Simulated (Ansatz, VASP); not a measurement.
**One calculation of Rh, two programs**

```
CELL_PARAMETERS angstrom
2.79629 0.00000 0.00000
-1.39814 2.42165 0.00000
0.00000 0.00000 4.50218
ATOMIC_POSITIONS crystal
Rh 0.66667 0.33333 0.75000
Rh 0.33333 0.66667 0.25000
```

Change from the starting cell: strain +0.040 along x and y, +0.040 along z, atoms carried along.

Alike in both runs: task single point; functional PBEsol; k mesh 24 × 24 × 14; occupations gaussian, width 0.15 eV; no spin polarisation.

```csv
,VASP,Ansatz
version,VASP 6.6.1,Ansatz 0.2.0
potentials or method,"VASP PAW PBE potentials, release 64 (Rh_pv), cutoff 520 eV","scalar-relativistic, plane waves, PAW"
valence electrons in the cell,30,34
```

```tsv
	VASP	Ansatz	Ansatz less VASP
gap on the k mesh at the Fermi level (eV)	none	none	-
pressure (GPa)	-25.3	-25.3	-0.03
traceless stress, the component that is largest in VASP (GPa)	-0.27	-0.27	-0.006
```

VASP's potentials were made for PBE, not for PBEsol. A gap of «none» marks a metal or a gap that the smearing closes. With one functional, cell and mesh, what is left measures potentials, basis and numerics. VASP's potentials hold 30 valence electrons a cell and Ansatz's 34, so a difference there can come from the potentials and not from the codes.
